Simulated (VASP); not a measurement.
A run of VASP 6.6.1 is set up as follows.

File INCAR:

```
ALGO = Normal
EDIFF = 1E-8
ENCUT = 520
GGA = CA
GGA_COMPAT = F
ISIF = 2
ISMEAR = -1
LASPH = T
LCHARG = F
LEFG = T
LREAL = F
LWAVE = F
NBANDS = 11
NELM = 120
PREC = Accurate
SIGMA = 0.03
```

The input KPOINTS:

```
k-points
0
Gamma
  16 16 16
```

The input POSCAR:

```
C
1.0
    0.0000000000      1.8190680000      1.7834000000
    1.8190680000      0.0000000000      1.7834000000
    1.8190680000      1.8190680000      0.0000000000
C
2
Direct
    0.5000000000      0.5000000000      0.5000000000
    0.7500000000      0.7500000000      0.7500000000
```

Potentials or basis: VASP PAW LDA potentials, release 64 (C).

Command:

```bash
$ cat potpaw_LDA.64/C/POTCAR > POTCAR
$ mpirun -np 1 vasp_std > vasp.out
```

Q: Predict the pressure.

A: -27.2 GPa.

Q: Estimate the band gap on the k mesh.

A: 3.51 eV (least direct gap 5.09 eV).

Stress tensor (GPa, compression positive):
```
-32.95   0.00   0.00
  0.00 -32.95   0.00
  0.00   0.00 -15.76
```

Caveat: the cell differs from its parent crystal (equal xx and yy strain of +2 %); the stress differs along the axes, from -33 to -16 GPa; without QUAD_EFG the Cq values of the log hold for a quadrupole moment of 1 mb, not for the nuclei. A k mesh can miss the band edges.
